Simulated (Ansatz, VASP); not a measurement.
**Cs in VASP and in Ansatz**

File INCAR:

```
ALGO = Normal
EDIFF = 1E-6
EDIFFG = -0.01
ENCUT = 600
GGA = PE
IBRION = 2
ISIF = 3
ISMEAR = -1
LASPH = T
LCHARG = F
LREAL = F
LWAVE = F
NELM = 60
NSW = 80
PREC = Accurate
SIGMA = 0.1
```

Contents of KPOINTS:

```
k-points
0
Gamma
  7 7 7
```

The input POSCAR:

```
Cs
1.0
    4.9225963477      0.0000000000      0.0000000000
    0.0000000000      4.9225963477      0.0000000000
    0.0000000000      0.0000000000      4.9225963477
Cs
1
Direct
    0.0000000000      0.0000000000      0.0000000000
```

Input for Ansatz:

```yaml
crystal:
  lattice:
    - [4.9225963477, 0.0, 0.0]
    - [0.0, 4.9225963477, 0.0]
    - [0.0, 0.0, 4.9225963477]
  atoms:
    - { symbol: Cs, position: [0.0, 0.0, 0.0] }
hamiltonian:
  xc: pbe
  pseudopotentials:
    kind: paw
    azcp:
      Cs: "pseudopotentials/Cs.paw.azcp"
basis:
  ecutwfc: 420
  fft_grid_basis: typed
kpoints:
  mp_grid: { grid: [7, 7, 7], shift: [0, 0, 0] }
magnetization:
  spin_polarized: false
scf:
  occupations: { method: fermi_dirac, width: 0.1 }
relax:
  max_steps: 60
  f_tol: 0.01
  cell: {}
```

Alike in both runs: task relaxation of cell and atoms; functional PBE; k mesh 7 × 7 × 7; occupations fermi-dirac, width 0.1 eV; no spin polarisation.

```csv
,VASP,Ansatz
version,VASP 6.6.1,Ansatz 0.2.0
potentials or method,"VASP PAW PBE potentials, release 64 (Cs_sv), cutoff 600 eV","plane waves (420 eV) with PAW, scalar-relativistic"
valence electrons in the cell,9,9
```

VASP gave:

* relaxed volume (Å³/atom): 128.10
* relaxed cell length with the largest relative difference (Å): 5.041

Problem. Estimate Ansatz's values.

Solution. Relaxed volume (Å³/atom): 127.60; relaxed cell length with the largest relative difference (Å): 5.034.

Spin-orbit coupling is off throughout.
